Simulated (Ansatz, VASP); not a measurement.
This is a calculation of FePt for VASP 6.6.1.

Contents of INCAR:

```
SYSTEM = FePt
ALGO = Normal
EDIFF = 1E-6
ENCUT = 520
GGA = PE
ISIF = 2
ISMEAR = 0
ISPIN = 2
LASPH = .True.
LCHARG = .False.
LMAXMIX = 4
LORBIT = 11
LREAL = .False.
LWAVE = .False.
MAGMOM = 0 3
NBANDS = 20
NELM = 150
PREC = Accurate
SIGMA = 0.027000000000000003
```

KPOINTS

```
k-points
0
Gamma
  10 10 7
  0 0 0
```

The input POSCAR:

```
FePt
1.0
    2.7235000000      0.0000000000      0.0000000000
    0.0000000000      2.7235000000      0.0000000000
    0.0000000000      0.0000000000      3.7200000000
Pt Fe
1 1
Direct
    0.5000000000      0.5000000000      0.5000000000
    0.0000000000      0.0000000000      0.0000000000
```

Potentials or basis: VASP PAW PBE potentials, release 64 (Pt, Fe).

Launch:

```console
$ cat potpaw_PBE.64/Pt/POTCAR potpaw_PBE.64/Fe/POTCAR > POTCAR
$ mpirun -np 1 vasp_std > vasp.out
```

Question: Set up the same calculation for Ansatz 0.2.0. Potentials there: all-electron LAPW, scalar-relativistic.

Answer: As run (the cutoff follows the program's own potentials):

File input.yaml:

```yaml
crystal:
  lattice:
    - [2.7235, 0.0, 0.0]
    - [0.0, 2.7235, 0.0]
    - [0.0, 0.0, 3.72]
  atoms:
    - { symbol: Pt, position: [0.5, 0.5, 0.5] }
    - { symbol: Fe, position: [0.0, 0.0, 0.0], spin: 3.0 }
kpoints:
  mp_grid: { grid: [10, 10, 7] }
scf:
  occupations: { method: gaussian, width: 0.027 }
hamiltonian:
  xc: pbe
  pseudopotentials: { kind: all_electron, lapw: { basis_error: 0.001 } }
magnetization:
  spin_polarized: true
output:
  forces: true
  stress: true
  eigenvalues: true
```

Potentials or basis: all-electron LAPW, scalar-relativistic.

Launch:

```console
$ ansatz run input.yaml --threads 2 --pin off --max-ram 6144MiB --backend cpu --events-out ev --progress --plain --runs-dir out
```

Both were run:

|  | VASP | Ansatz | Ansatz less VASP |
| --- | --- | --- | --- |
| gap on the k mesh at the Fermi level (eV) | none | none | - |
| pressure (GPa) | 2.8 | 3.3 | +0.49 |
| traceless stress, the component that is largest in VASP (GPa) | 0.36 | 0.27 | -0.090 |
| net moment per atom (μB) | 1.63 | 1.64 | +0.008 |
| size of the moment on the site where the two differ most (μB) | 2.91 | 2.97 | +0.054 |

Site moments also hang on the region over which each program counts them. A gap of «none» marks a metal or a gap that the smearing closes. Ansatz ran all-electron here, and VASP with PAW potentials.

Neither program's run includes spin-orbit coupling.
